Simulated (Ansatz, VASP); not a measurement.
# Two plane-wave programs on Ge

INCAR

```
PREC = Accurate
ENCUT = 520
EDIFF = 1E-7
ISMEAR = -1
SIGMA = 0.1
LREAL = False
LASPH = True
NELM = 100
ALGO = Normal
ISIF = 2
LWAVE = False
LCHARG = False
GGA = PE
NBANDS = 13
```

The input KPOINTS:

```
Automatic mesh
0
Gamma
  15 15 15
```

File POSCAR:

```
Ge
1.0
   -1.6907859149      1.6907859149      1.6907859149
    1.6907859149     -1.6907859149      1.6907859149
    1.6907859149      1.6907859149     -1.6907859149
Ge
1
Direct
    0.0000000000      0.0000000000      0.0000000000
```

Input for Ansatz:

```yaml
crystal:
  lattice:
    - [-1.6907859149, 1.6907859149, 1.6907859149]
    - [1.6907859149, -1.6907859149, 1.6907859149]
    - [1.6907859149, 1.6907859149, -1.6907859149]
  atoms:
    - { symbol: Ge, position: [0.0, 0.0, 0.0] }
hamiltonian:
  xc: pbe
  pseudopotentials:
    kind: paw
    azcp:
      Ge: "pseudopotentials/Ge.paw.azcp"
basis:
  ecutwfc: 420
  fft_grid_basis: typed
kpoints:
  mp_grid: { grid: [15, 15, 15], shift: [0, 0, 0] }
magnetization:
  spin_polarized: false
scf:
  occupations: { method: fermi_dirac, width: 0.1 }
  lower_state_search: "off"
output:
  stress: true
```

Alike in both runs: task single point; functional PBE; k mesh 15 × 15 × 15; occupations fermi-dirac, width 0.1 eV; no spin polarisation.

|  | VASP | Ansatz |
| --- | --- | --- |
| version | VASP 6.6.1 | Ansatz 0.2.0 |
| potentials or method | VASP PAW PBE potentials, release 64 (Ge_d), cutoff 520 eV | plane waves (420 eV) with PAW, scalar-relativistic |
| valence electrons in the cell | 14 | 14 |

|  | VASP | Ansatz | Ansatz less VASP |
| --- | --- | --- | --- |
| pressure (GPa) | -0.4 | -0.4 | -0.03 |

The functional is the same, so the differences come from potentials, cutoffs and numerics.
